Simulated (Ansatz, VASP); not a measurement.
**GaN: VASP beside Ansatz**

```
Ga N
1.0
     3.21843    0.00000    0.00000
    -1.60921    2.78724    0.00000
     0.00000    0.00000    5.24303
Ga N
2 2
Direct
  0.33333 0.66667 0.00390
  0.66667 0.33333 0.49436
  0.33333 0.66667 0.37630
  0.66667 0.33333 0.87544
```

Change from the starting cell: mode 6 (319.1 1/cm) frozen in, largest displacement +0.025 Å.

Alike in both runs: task single point; functional PBE; k mesh 12 × 12 × 6; occupations gaussian, width 0.05 eV; no spin polarisation.

```csv
,VASP,Ansatz
version,VASP 6.6.1,Ansatz 0.2.0
potentials or method,"VASP PAW PBE potentials, release 64 (Ga_d, N), cutoff 520 eV","scalar-relativistic, plane waves, PAW"
valence electrons in the cell,36,36
```

```tsv
	VASP	Ansatz	Ansatz less VASP
gap on the k mesh at the Fermi level (eV)	1.68	1.68	-0.005
least direct gap on the mesh (eV)	1.68	1.68	-0.005
pressure (GPa)	0.2	0.1	-0.09
traceless stress, the component that is largest in VASP (GPa)	0.07	0.05	-0.016
rms of the force components (eV/Å)	0.267	0.267	+0.0002
```

Atom by atom the forces differ by 0.001 eV/Å (rms over components).
